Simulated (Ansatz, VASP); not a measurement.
Hf: VASP beside Ansatz

INCAR

```
PREC = Accurate
ENCUT = 600
EDIFF = 1E-6
ISMEAR = 0
SIGMA = 0.1
LREAL = False
LASPH = True
NELM = 80
ALGO = Normal
ISIF = 3
LWAVE = False
LCHARG = False
GGA = PE
IBRION = 2
NSW = 100
EDIFFG = -0.005
```

KPOINTS

```
Automatic mesh
0
Gamma
  15 15 8
```

Contents of POSCAR:

```
Hf
1.0
    3.1966985242      0.0000000000      0.0000000000
   -1.5983492621      2.7684221302      0.0000000000
    0.0000000000      0.0000000000      5.0578000000
Hf
2
Direct
    0.3333333333      0.6666666667      0.2500000000
    0.6666666667      0.3333333333      0.7500000000
```

Input for Ansatz:

```yaml
crystal:
  lattice:
    - [3.1966985242, 0.0, 0.0]
    - [-1.5983492621, 2.7684221302, 0.0]
    - [0.0, 0.0, 5.0578]
  atoms:
    - { symbol: Hf, position: [0.3333333333, 0.6666666667, 0.25] }
    - { symbol: Hf, position: [0.6666666667, 0.3333333333, 0.75] }
basis:
  ecutwfc: 420
kpoints:
  mp_grid: { grid: [15, 15, 8] }
hamiltonian:
  xc: pbe
scf:
  occupations: { method: gaussian, width: 0.1 }
output:
  forces: true
  stress: true
  eigenvalues: true
relax:
  adjacent_minimum: "off"
  f_tol: 0.005
  max_steps: 80
  cell: { stress_tol: 0.05 }
```

Alike in both runs: task relaxation of cell and atoms; functional PBE; k mesh 15 × 15 × 8; occupations gaussian, width 0.1 eV; no spin polarisation.

|  | VASP | Ansatz |
| --- | --- | --- |
| version | VASP 6.6.1 | Ansatz 0.2.0 |
| potentials or method | VASP PAW PBE potentials, release 64 (Hf_pv), cutoff 600 eV | scalar-relativistic, plane waves, PAW |
| valence electrons in the cell | 20 | 52 |

Ansatz gave:

* gap on the k mesh at the Fermi level, each at its own relaxed structure (eV): none
* relaxed volume (Å³/atom): 22.54
* relaxed cell length with the largest relative difference (Å): 5.068

Task: What did VASP give for the same quantities?

Result: gap on the k mesh at the Fermi level, each at its own relaxed structure (eV): none; relaxed volume (Å³/atom): 22.44; relaxed cell length with the largest relative difference (Å): 5.059.

A gap of «none» marks a metal or a gap that the smearing closes. VASP's potentials hold 20 valence electrons a cell and Ansatz's 52, so a difference there can come from the potentials and not from the codes.

Spin-orbit coupling is off throughout.
